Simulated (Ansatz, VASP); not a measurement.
## Two plane-wave programs on Rb2Nb

The input INCAR:

```
SYSTEM = Rb2Nb
PREC = Accurate
ENCUT = 520
EDIFF = 1E-6
ISMEAR = 0
SIGMA = 0.1
LREAL = .FALSE.
LASPH = .TRUE.
NELM = 80
ALGO = Fast
ISIF = 2
LWAVE = .FALSE.
LCHARG = .FALSE.
GGA = PE
NBANDS = 22
```

File KPOINTS:

```
Automatic mesh
0
G
  6 6 6
  0 0 0
```

POSCAR

```
Rb2Nb
1.0
   -2.5052548209      2.5052548209      4.1088755160
    2.5052548209     -2.5052548209      4.1088755160
    2.5052548209      2.5052548209     -4.1088755160
Rb Nb
2 1
Direct
    0.5930000000      0.5930000000      0.0000000000
    0.4070000000      0.4070000000      0.0000000000
    0.0000000000      0.0000000000      0.0000000000
```

Input for Ansatz:

```yaml
crystal:
  lattice:
    - [-2.5052548209, 2.5052548209, 4.108875516]
    - [2.5052548209, -2.5052548209, 4.108875516]
    - [2.5052548209, 2.5052548209, -4.108875516]
  atoms:
    - { symbol: Rb, position: [0.593, 0.593, 0.0] }
    - { symbol: Rb, position: [0.407, 0.407, 0.0] }
    - { symbol: Nb, position: [0.0, 0.0, 0.0] }
basis:
  ecutwfc: 420
kpoints:
  mp_grid: { grid: [6, 6, 6] }
hamiltonian:
  xc: pbe
scf:
  occupations: { method: gaussian, width: 0.1 }
  lower_state_search: "off"
output:
  forces: true
  stress: true
  eigenvalues: true
```

Alike in both runs: task single point; functional PBE; k mesh 6 × 6 × 6; occupations gaussian, width 0.1 eV; no spin polarisation.

|  | VASP | Ansatz |
| --- | --- | --- |
| version | VASP 6.6.1 | Ansatz 0.2.0 |
| potentials or method | VASP PAW PBE potentials, release 64 (Rb_sv, Nb_sv), cutoff 520 eV | scalar-relativistic, plane waves, PAW |
| valence electrons in the cell | 31 | 31 |

|  | VASP | Ansatz | Ansatz less VASP |
| --- | --- | --- | --- |
| gap on the k mesh at the Fermi level (eV) | none | none | - |
| rms of the force components (eV/Å) | 51.305 | 47.798 | -3.5069 |

Atom by atom the forces differ by 3.507 eV/Å (rms over components). A gap of «none» marks a metal or a gap that the smearing closes. The functional is the same, so the differences come from potentials, cutoffs and numerics.
